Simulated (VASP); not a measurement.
**Au: single point with PBE+D4**

Au:

```
Au
1.0
     0.00003    2.05346    2.05317
     2.05300    0.00000    2.05319
     2.05299    2.05347    0.00001
Au
1
Cartesian
  0.1462 -0.0007 -0.0721
```

This cell differs from its parent crystal: the cell strained at random.

```yaml
Program: VASP 6.6.1
Task: single point
Functional: PBE
Dispersion: D4
Potentials_or_basis: VASP PAW PBE potentials, release 64 (Au)
Cutoff: 520 eV
k_mesh: 9 × 9 × 9
Occupations: fermi-dirac, width 0.05 eV
Spin: collinear spin, ferromagnetic start
Starting_moments: "[0.5] μB"
```

| Property | Result |
| --- | --- |
| Pressure | -0.3 GPa |
| Net moment | 0.00 μB per cell |
| Valence electrons inside the program's atomic spheres | Au 9.64 |
| Dispersion energy per atom | -0.668 eV |

Levels at points of the mesh, in eV from the Fermi level:
Spin up:
| k point | band 1 | band 2 | band 3 | band 4 | band 5 | band 6 | band 7 | band 8 | band 9 | band 10 |
| --- | --- | --- | --- | --- | --- | --- | --- | --- | --- | --- |
| (0.00, 0.00, 0.00) | -9.76 | -4.68 | -4.68 | -4.68 | -3.21 | -3.20 | 14.47 | 18.38 | 18.38 | 18.38 |
Spin down:
| k point | band 3 | band 4 | band 5 | band 6 | band 7 | band 8 |
| --- | --- | --- | --- | --- | --- | --- |
| (0.00, 0.00, 0.00) | -4.68 | -4.68 | -3.20 | -3.20 | 14.47 | 18.38 |

Run time: 110 s on 1 thread of AMD EPYC 7R13 Processor (Zen 3), with other jobs on the host, peak memory 0.18 GiB.

Caveat: the cell differs from its parent crystal (the cell strained at random); spin-orbit coupling is left out, which moves the levels of the heavy elements; pairwise dispersion overbinds metals, which lowers pressure and volume.
